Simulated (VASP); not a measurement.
# Ta2Al5 (Cmmm) in VASP: a series of runs

Runs on Ta2Al5. Level: PBE. Tasks: single point, relaxation of cell and atoms.

Program: VASP 6.6.1. These are calculated values, not measurements. Logs are shortened: lines on timing, memory, paths and dates and some standing lists are left out, and cuts for length are marked.

**1. The cell of the first run**

It takes space group Cmmm (No. 65, orthorhombic). Conventional cell: a = 7.161 Å, b = 11.638 Å, c = 2.943 Å, α = 90.00°, β = 90.00°, γ = 90.00°. Ta (site symmetry m2m) has 10 Al at 2.80 to 2.86 Å and 2 Ta at 2.94 Å within 3.7 Å. Within 3.5 Å of Al (site symmetry m) lie 6 Al at 2.65 to 3.09 Å and 4 Ta at 2.80 to 2.86 Å. Al (site symmetry mmm) has 6 Al at 2.67 to 2.94 Å and 4 Ta at 2.82 Å within 3.5 Å.

**2. Single point, PBE**

INCAR

```
  PREC = Accurate
  ENCUT = 520
  EDIFF = 1E-7
  ISMEAR = 0
  SIGMA = 0.2
  LREAL = F
  LASPH = T
  NELM = 100
  ALGO = Normal
  ISIF = 2
  LWAVE = F
  LCHARG = F
  GGA = PE
  NBANDS = 28
```

KPOINTS

```
regular mesh
0
Gamma
  3 3 4
```

POSCAR

```
Ta2Al5
1.0
    3.5802817785     -5.8188251730      0.0000000000
    3.5802817785      5.8188251730      0.0000000000
    0.0000000000      0.0000000000      2.9433499322
Ta Al
2 5
Direct
    0.7063562619      0.2936437381      0.5000000000
    0.2936437381      0.7063562619      0.5000000000
    0.3089042882      0.0618448652      0.0000000000
    0.6910957118      0.9381551348      0.0000000000
    0.9381551348      0.6910957118      0.0000000000
    0.0618448652      0.3089042882      0.0000000000
    0.5000000000      0.5000000000      0.0000000000
```

Potentials or basis: VASP PAW PBE potentials, release 64 (Ta_pv, Al).

Started as:

```bash
$ cat potpaw_PBE.64/Ta_pv/POTCAR potpaw_PBE.64/Al/POTCAR > POTCAR
$ mpirun -np 1 vasp_std > vasp.out
```

OUTCAR:

```text
PREC = Accurate
   ENCUT = 520
   EDIFF = 1E-7
   ISMEAR = 0
   LREAL = F
   LASPH = T
   NELM = 100
   ISIF = 2
   GGA = PE

 ion  position               nearest neighbor table
   1  0.706  0.294  0.500-   4 2.80   6 2.80   4 2.80   6 2.80   7 2.82   7 2.82   3 2.86   5 2.86
                             5 2.86   3 2.86
   2  0.294  0.706  0.500-   3 2.80   5 2.80   3 2.80   5 2.80   7 2.82   7 2.82   4 2.86   4 2.86
                             6 2.86   6 2.86
   3  0.309  0.062  0.000-   5 2.65   7 2.67   2 2.80   2 2.80   1 2.86   1 2.86   6 2.88   4 3.09

   4  0.691  0.938  0.000-   6 2.65   7 2.67   1 2.80   1 2.80   2 2.86   2 2.86   5 2.88   3 3.09

   5  0.938  0.691  0.000-   3 2.65   7 2.67   2 2.80   2 2.80   1 2.86   1 2.86   4 2.88   6 3.09

   6  0.062  0.309  0.000-   4 2.65   7 2.67   1 2.80   1 2.80   2 2.86   2 2.86   3 2.88   5 3.09

   7  0.500  0.500  0.000-   3 2.67   4 2.67   5 2.67   6 2.67   1 2.82   2 2.82   1 2.82   2 2.82

  LATTYP: Found a base centered orthorhombic cell.
 ALAT       =     7.1605635570
 B/A-ratio  =     1.6252422387
 C/A-ratio  =     0.4110500394

  Lattice vectors:

 A1 = (   3.5802817785,  -5.8188251730,   0.0000000000)
 A2 = (   3.5802817785,   5.8188251730,   0.0000000000)
 A3 = (   0.0000000000,   0.0000000000,   2.9433499322)

Analysis of symmetry for initial positions (statically):
=====================================================================
 Subroutine PRICEL returns:
 Original cell was already a primitive cell.

 Routine SETGRP: Setting up the symmetry group for a
 base centered orthorhombic supercell.

 Subroutine GETGRP returns: Found  8 space group operations
 (whereof  8 operations were pure point group operations)
 out of a pool of  8 trial point group operations.

The static configuration has the point symmetry D_2h.

Analysis of symmetry for dynamics (positions and initial velocities):
=====================================================================
 Subroutine PRICEL returns:
 Original cell was already a primitive cell.

 Routine SETGRP: Setting up the symmetry group for a
 base centered orthorhombic supercell.

 Subroutine GETGRP returns: Found  8 space group operations
 (whereof  8 operations were pure point group operations)
 out of a pool of  8 trial point group operations.

The dynamic configuration has the point symmetry D_2h.

 Subroutine INISYM returns: Found  8 space group operations
 (whereof  8 operations are pure point group operations),
 and found     1 'primitive' translations

----------------------------------------------------------------------------------------

                                     Primitive cell

  volume of cell :     122.6378

  direct lattice vectors                    reciprocal lattice vectors
     3.580281778 -5.818825173  0.000000000     0.139653812 -0.085927998  0.000000000
     3.580281778  5.818825173  0.000000000     0.139653812  0.085927998  0.000000000
     0.000000000  0.000000000  2.943349932     0.000000000  0.000000000  0.339748933

  length of vectors
     6.832067330  6.832067330  2.943349932     0.163971974  0.163971974  0.339748933

  position of ions in fractional coordinates (direct lattice)
     0.706356262  0.293643738  0.500000000
     0.293643738  0.706356262  0.500000000
     0.308904288  0.061844865  0.000000000
     0.691095712  0.938155135  0.000000000
     0.938155135  0.691095712  0.000000000
     0.061844865  0.308904288  0.000000000
     0.500000000  0.500000000  0.000000000

  ion indices of the primitive-cell ions
   primitive index   ion index
                 1           1
                 2           2
                 3           3
                 4           4
                 5           5
                 6           6
                 7           7

----------------------------------------------------------------------------------------

 KPOINTS: regular mesh

Automatic generation of k-mesh.
 Grid dimensions read from file:
 generate k-points for:    3    3    4

 Generating k-lattice:

  Cartesian coordinates                     Fractional coordinates (reciprocal lattice)
     0.046551271 -0.028642666  0.000000000     0.333333333  0.000000000  0.000000000
     0.046551271  0.028642666  0.000000000     0.000000000  0.333333333  0.000000000
     0.000000000  0.000000000  0.084937233     0.000000000  0.000000000  0.250000000

  Length of vectors
     0.054657325  0.054657325  0.084937233

  Shift w.r.t. Gamma in fractional coordinates (k-lattice)
     0.000000000  0.000000000  0.000000000

 Subroutine IBZKPT returns following result:
 ===========================================

 Found     12 irreducible k-points:

 Following reciprocal coordinates:
            Coordinates               Weight
  0.000000  0.000000  0.000000      1.000000
  0.333333 -0.000000  0.000000      4.000000
  0.333333  0.333333  0.000000      2.000000
 -0.333333  0.333333  0.000000      2.000000
  0.000000  0.000000  0.250000      2.000000
  0.333333 -0.000000  0.250000      8.000000
  0.333333  0.333333  0.250000      4.000000
 -0.333333  0.333333  0.250000      4.000000
  0.000000  0.000000  0.500000      1.000000
  0.333333 -0.000000  0.500000      4.000000
  0.333333  0.333333  0.500000      2.000000
 -0.333333  0.333333  0.500000      2.000000
   k-points           NKPTS =     12   k-points in BZ     NKDIM =     12   number of bands    NBANDS=     28
   number of dos      NEDOS =    301   number of ions     NIONS =      7
   total plane-waves  NPLWV =  69984
   dimension x,y,z NGX =    54 NGY =   54 NGZ =   24
   dimension x,y,z NGXF=   108 NGYF=  108 NGZF=   48
   ions per type =               2   5
   NGX,Y,Z   is equivalent  to a cutoff of  13.14, 13.14, 13.56 a.u.
   NGXF,Y,Z  is equivalent  to a cutoff of  26.28, 26.28, 27.11 a.u.
 SYSTEM =  unknown system
   PREC   = accura    normal or accurate (medium, high low for compatibility)
   ISTART =      0    job   : 0-new  1-cont  2-samecut
   ICHARG =      2    charge: 1-file 2-atom 10-const
   ISPIN  =      1    spin polarized calculation?
   LNONCOLLINEAR =      F non collinear calculations
   LSORBIT =      F    spin-orbit coupling
   LASPH  =      T    aspherical Exc in radial PAW
   ENCUT  =  520.0 eV  38.22 Ry    6.18 a.u.  12.70 12.70  5.47*2*pi/ulx,y,z
   NELM   =    100;   NELMIN=  2; NELMDL= -5     # of ELM steps
   EDIFF  = 0.1E-06   stopping-criterion for ELM
   LREAL  =      F    real-space projection
   EDIFFG = 0.1E-05   stopping-criterion for IOM
   NSW    =      0    number of steps for IOM
   IBRION =     -1    ionic relax: 0-MD 1-quasi-New 2-CG
   NFREE  =      0    steps in history (QN), initial steepest desc. (CG)
   ISIF   =      2    stress and relaxation
   ISYM   =      2    0-nonsym 1-usesym 2-fastsym
   POTIM  = 0.5000    time-step for ionic-motion
   TEBEG  =    0.0;   TEEND  =   0.0 temperature during run
   PSTRESS=    0.0 pullay stress
   NELECT =      37.0000    total number of electrons
   NUPDOWN=      -1.0000    fix difference up-down
   EMIN   =  10.00;   EMAX   =-10.00  energy-range for DOS
   EFERMI =   0.00;   METHOD = LEGACY
   ISMEAR =     0;   SIGMA  =   0.20  broadening in eV -4-tet -1-fermi 0-gaus
   EFERMI_NEDOS =   21; number of points for ismear=-14 and -15
   IALGO  =     38    algorithm
   IMIX   =      4    mixing-type and parameters
     AMIX     =   0.40;   BMIX     =  1.00
     AMIX_MAG =   1.60;   BMIX_MAG =  1.00
  volume/ion in A,a.u.               =      17.52       118.23
  Fermi-wavevector in a.u.,A,eV,Ry     =   1.097996  2.074911 16.403107  1.205594
  Thomas-Fermi vector in A             =   2.234365
   LORBIT       =      0    0 simple, 1 ext, 2 COOP (PROOUT), +10 PAW based schemes
   GGA     = PE    functional components
   LHFCALC =     F    Hartree Fock is set to
   AEXX    =    0.0000 exact exchange contribution
   IVDW    =     0    specifies the selected vdW correction
   LEPSILON=     F    determine dielectric tensor
   LRPA    =     F    only Hartree local field effects (RPA)
 non-spin polarized calculation
 Gauss-broadening in eV      SIGMA  =   0.20
  energy-cutoff  :      520.00
  volume of cell :      122.64
 maximum number of plane-waves:      3321
 NGX is ok and might be reduce to    54
   NGX = 25   NGY = 25   NGZ = 11

 number of electron      37.0000004 magnetization

 Free energy of the ion-electron system (eV)
  ---------------------------------------------------
  ext. energy  EPLUGINS =         0.00000000
  ---------------------------------------------------
  free energy    TOTEN  =       -43.12397288 eV

  energy without entropy =      -43.03583530  energy(sigma->0) =      -43.07990409

 E-fermi :   6.6198     XC(G=0): -10.7263

 val. band max:        6.6096661309   @ k =   0.0000   0.0000   0.5000
 cond. band min:       6.6593586998   @ k =  -0.3333   0.3333   0.5000
 fundamental gap:      0.0496925689
 Fermi energy:         6.6197790760

 k-point     1 :       0.0000    0.0000    0.0000
  band No.  band energies     occupation
      1     -27.6908      2.00000
      2     -27.6321      2.00000
      3     -27.6306      2.00000
      4     -27.6301      2.00000
      5     -27.0939      2.00000
      6     -27.0901      2.00000
[... 20 lines left out ...]
     27      11.4838      0.00000
     28      11.9544      0.00000

 k-point     2 :       0.3333   -0.0000    0.0000
  band No.  band energies     occupation
      1     -27.6776      2.00000
      2     -27.6502      2.00000
      3     -27.6292      2.00000
      4     -27.6268      2.00000
      5     -27.0930      2.00000
      6     -27.0911      2.00000
[... 20 lines left out ...]
     27      10.9220      0.00000
     28      11.6199      0.00000

 k-point     3 :       0.3333    0.3333    0.0000
  band No.  band energies     occupation
      1     -27.6777      2.00000
      2     -27.6499      2.00000
      3     -27.6305      2.00000
      4     -27.6257      2.00000
      5     -27.0930      2.00000
      6     -27.0911      2.00000
[... 20 lines left out ...]
     27      11.2622      0.00000
     28      11.4375      0.00000

 k-point     4 :      -0.3333    0.3333    0.0000
  band No.  band energies     occupation
      1     -27.6908      2.00000
      2     -27.6321      2.00000
      3     -27.6321      2.00000
      4     -27.6287      2.00000
      5     -27.0939      2.00000
      6     -27.0901      2.00000
[... 20 lines left out ...]
     27      10.8044      0.00000
     28      11.6664      0.00000

 k-point     5 :       0.0000    0.0000    0.2500
  band No.  band energies     occupation
      1     -27.6534      2.00000
      2     -27.5983      2.00000
      3     -27.5938      2.00000
      4     -27.5935      2.00000
      5     -27.4108      2.00000
      6     -27.4043      2.00000
[... 20 lines left out ...]
     27      11.0803      0.00000
     28      11.1962      0.00000

 k-point     6 :       0.3333   -0.0000    0.2500
  band No.  band energies     occupation
      1     -27.6409      2.00000
      2     -27.6149      2.00000
      3     -27.5926      2.00000
      4     -27.5908      2.00000
      5     -27.4091      2.00000
      6     -27.4059      2.00000
[... 20 lines left out ...]
     27      10.6370      0.00000
     28      11.8070      0.00000

 k-point     7 :       0.3333    0.3333    0.2500
  band No.  band energies     occupation
      1     -27.6410      2.00000
      2     -27.6147      2.00000
      3     -27.5936      2.00000
      4     -27.5900      2.00000
      5     -27.4090      2.00000
      6     -27.4060      2.00000
[... 20 lines left out ...]
     27      10.9094      0.00000
     28      11.1019      0.00000

 k-point     8 :      -0.3333    0.3333    0.2500
  band No.  band energies     occupation
      1     -27.6535      2.00000
      2     -27.5982      2.00000
      3     -27.5949      2.00000
      4     -27.5924      2.00000
      5     -27.4106      2.00000
      6     -27.4044      2.00000
[... 20 lines left out ...]
     27      10.7045      0.00000
     28      11.2079      0.00000

 k-point     9 :       0.0000    0.0000    0.5000
  band No.  band energies     occupation
      1     -27.7129      2.00000
      2     -27.7040      2.00000
      3     -27.6157      2.00000
      4     -27.5642      2.00000
      5     -27.5568      2.00000
      6     -27.5566      2.00000
[... 20 lines left out ...]
     27       9.8778      0.00000
     28      11.0823      0.00000

 k-point    10 :       0.3333   -0.0000    0.5000
  band No.  band energies     occupation
      1     -27.7106      2.00000
      2     -27.7062      2.00000
      3     -27.6039      2.00000
      4     -27.5793      2.00000
      5     -27.5557      2.00000
      6     -27.5544      2.00000
[... 20 lines left out ...]
     27      10.4443      0.00000
     28      10.9043      0.00000

 k-point    11 :       0.3333    0.3333    0.5000
  band No.  band energies     occupation
      1     -27.7103      2.00000
      2     -27.7065      2.00000
      3     -27.6040      2.00000
      4     -27.5792      2.00000
      5     -27.5563      2.00000
      6     -27.5538      2.00000
[... 20 lines left out ...]
     27      10.5498      0.00000
     28      10.9270      0.00000

 k-point    12 :      -0.3333    0.3333    0.5000
  band No.  band energies     occupation
      1     -27.7125      2.00000
      2     -27.7043      2.00000
      3     -27.6157      2.00000
      4     -27.5641      2.00000
      5     -27.5575      2.00000
      6     -27.5559      2.00000
[... 20 lines left out ...]
     27      11.0344      0.00000
     28      11.4942      0.00000

------------------------ aborting loop because EDIFF is reached ----------------------------------------

  FORCE on cell =-STRESS in cart. coord.  units (eV):
  Direction    XX          YY          ZZ          XY          YZ          ZX
  --------------------------------------------------------------------------------------
  -------------------------------------------------------------------------------------
  Total       -0.5198513      0.0770272      0.0420385     -0.0000000      0.0000000      0.0000000
  in kB       -6.7914939      1.0063062      0.5492042     -0.0000000      0.0000000      0.0000000
  external PRESSURE =      -1.7453278 kB  Pullay stress =       0.0000000 kB

 VOLUME and BASIS-vectors are now :
 -----------------------------------------------------------------------------
  energy-cutoff  :      520.00
  volume of cell :      122.64
      direct lattice vectors                 reciprocal lattice vectors
     3.580281778 -5.818825173  0.000000000     0.139653812 -0.085927998  0.000000000
     3.580281778  5.818825173  0.000000000     0.139653812  0.085927998  0.000000000
     0.000000000  0.000000000  2.943349932     0.000000000  0.000000000  0.339748933

 POSITION                                       TOTAL-FORCE (eV/Angst)
 -----------------------------------------------------------------------------------
      3.58028     -2.40150      1.47167        -0.000000     -0.044698      0.000000
      3.58028      2.40150      1.47167        -0.000000      0.044698      0.000000
      1.32739     -1.43760      0.00000         0.048606     -0.047609     -0.000000
      5.83318      1.43760      0.00000        -0.048606      0.047609      0.000000
      5.83318     -1.43760      0.00000        -0.048606     -0.047609     -0.000000
      1.32739      1.43760      0.00000         0.048606      0.047609      0.000000
      3.58028      0.00000      0.00000        -0.000000      0.000000      0.000000
 -----------------------------------------------------------------------------------
    total drift:                                0.000000     -0.000000     -0.000000

  FREE ENERGIE OF THE ION-ELECTRON SYSTEM (eV)
  ---------------------------------------------------
  free  energy   TOTEN  =       -43.1239728786 eV

  energy  without entropy=      -43.0358352982  energy(sigma->0) =      -43.07990409
```

It took 28 s on 1 thread of Intel Xeon 6975P-C (Granite Rapids), shared host; peak memory 0.25 GiB.

What came out:

| Quantity | Value |
| --- | --- |
| Free energy | -43.1240 eV |
| Pressure | -0.2 GPa |
| Largest force | 0.068 eV/Å |

Forces on the atoms (eV/Å):
```
Ta   0.000 -0.045  0.000
Ta   0.000  0.045  0.000
Al   0.049 -0.048  0.000
Al  -0.049  0.048  0.000
Al  -0.049 -0.048  0.000
Al   0.049  0.048  0.000
Al   0.000  0.000  0.000
```

Stress tensor (GPa, compression positive):
```
-0.68  0.00  0.00
 0.00  0.10  0.00
 0.00  0.00  0.05
```

Caveat: the k points lie up to 0.53 Å⁻¹ apart; spin-orbit coupling is left out, which moves the levels of the heavy elements.

**3. Relaxation of cell and atoms, PBE**

This run uses another cell than the first one, of 16.45 Å³/atom, 0.939 times its volume.

INCAR

```
SYSTEM = Ta2Al5
PREC = Accurate
ENCUT = 600
EDIFF = 1E-6
ISMEAR = 0
SIGMA = 0.2
LREAL = .FALSE.
LASPH = .TRUE.
NELM = 100
ALGO = Normal
ISIF = 3
LWAVE = .FALSE.
LCHARG = .FALSE.
GGA = PE
IBRION = 2
NSW = 36
EDIFFG = -0.08
```

KPOINTS

```
Automatic mesh
0
G
  3 3 4
  0 0 0
```

POSCAR

```
Ta2Al5
1.0
    3.2323813300     -4.1081513700      0.0000000000
    3.2323813300      4.1081513700      0.0000000000
    0.0000000000      0.0000000000      4.3360455800
Ta Al
2 5
Direct
    0.6486390100      0.3513609900      0.5000000000
    0.3513609900      0.6486390100      0.5000000000
    0.2601281800      0.0376633400      0.0000000000
    0.7398718200      0.9623366600      0.0000000000
    0.9623366600      0.7398718200      0.0000000000
    0.0376633400      0.2601281800      0.0000000000
    0.5000000000      0.5000000000      0.0000000000
```

Potentials or basis: VASP PAW PBE potentials, release 64 (Ta_pv, Al).

Started as:

```bash
$ cat potpaw_PBE.64/Ta_pv/POTCAR potpaw_PBE.64/Al/POTCAR > POTCAR
$ mpirun -np 1 vasp_std > vasp.out
```

Wall time 5.8 min (1 thread of Intel Xeon 6975P-C (Granite Rapids), shared host); peak memory 0.25 GiB.

The run converged. Its results:

* Free energy: -43.1137 eV
* Relaxed volume: 17.65 Å³/atom
* Relaxed cell: a = 6.843 Å, b = 6.843 Å, c = 2.965 Å, α = 90.00°, β = 90.00°, γ = 117.10°
* Space group after relaxing (to 0.05 Å): Cmmm (No. 65)
* Energy gained by relaxing: 2472.4 meV/atom
* Ionic steps: 23
* Pressure after relaxing: -0.7 GPa
* Largest force after relaxing: 0.078 eV/Å

Forces in eV/Å, atoms in the order of the input:
```
Ta   0.000  0.017  0.000
Ta   0.000 -0.017  0.000
Al   0.067  0.039  0.000
Al  -0.067 -0.039  0.000
Al  -0.067  0.039  0.000
Al   0.067 -0.039  0.000
Al   0.000  0.000  0.000
```

Step by step:
```tsv
step	energy change (eV)	largest force (eV/Å)	pressure (GPa)	volume (Å³)
1	0.0000	17.1211	49.56	115.16
2	23.0135	43.4252	14.20	216.20
3	-9.7803	7.9217	1.56	146.87
4	-10.6593	6.3404	2.98	141.67
5	-11.3611	3.3588	8.68	131.89
6	-13.2029	1.1611	-9.59	152.37
7	-13.2393	1.1735	-7.82	149.17
8	-14.6265	1.7339	-4.93	138.05
9	-15.5231	1.9122	0.54	127.02
10	-15.2560	2.7544	30.78	103.61
11	-15.7622	2.0413	5.17	121.02
12	-16.1084	2.8533	16.61	110.93
13	-16.4772	2.0720	16.07	110.79
14	-16.5088	1.8471	16.22	110.69
15	-16.8936	1.4963	10.07	114.53
16	-17.2233	0.9481	0.37	122.31
17	-17.2300	0.8783	-0.85	123.52
18	-17.2300	0.8634	-1.11	123.78
19	-17.2532	0.7349	-0.88	123.54
20	-17.2951	0.3270	-0.04	122.79
21	-17.2999	0.1778	0.43	122.43
22	-17.3033	0.1512	0.16	122.71
23	-17.3068	0.0777	-0.66	123.58
```

Final structure:
```cif
data_structure
_symmetry_space_group_name_H-M 'P 1'
_symmetry_Int_Tables_number 1
_cell_length_a 6.8429
_cell_length_b 6.8429
_cell_length_c 2.9647
_cell_angle_alpha 90.000
_cell_angle_beta 90.000
_cell_angle_gamma 117.103
_cell_volume 123.58
loop_
_atom_site_label
_atom_site_type_symbol
_atom_site_fract_x
_atom_site_fract_y
_atom_site_fract_z
_atom_site_occupancy
Ta1 Ta 0.70561 0.29439 0.50000 1
Ta2 Ta 0.29439 0.70561 0.50000 1
Al1 Al 0.31185 0.05968 0.00000 1
Al2 Al 0.68815 0.94032 0.00000 1
Al3 Al 0.94032 0.68815 0.00000 1
Al4 Al 0.05968 0.31185 0.00000 1
Al5 Al 0.50000 0.50000 0.00000 1
```

Levels at points of the mesh, in eV from the Fermi level:
| k point | band 16 | band 17 | band 18 | band 19 | band 20 | band 21 |
| --- | --- | --- | --- | --- | --- | --- |
| (0.00, 0.00, 0.00) | -0.92 | -0.66 | -0.16 | 1.34 | 1.89 | 1.90 |
| (0.00, 0.00, 0.50) | -1.18 | -1.17 | -0.95 | -0.42 | -0.04 | 0.19 |

Caveat: the k points lie up to 0.53 Å⁻¹ apart in the final cell; spin-orbit coupling is left out, which moves the levels of the heavy elements; the relaxation stopped at a loose force limit of 0.08 eV/Å, so its end isn't a converged minimum.

(Part 1 of 2 ends here.)
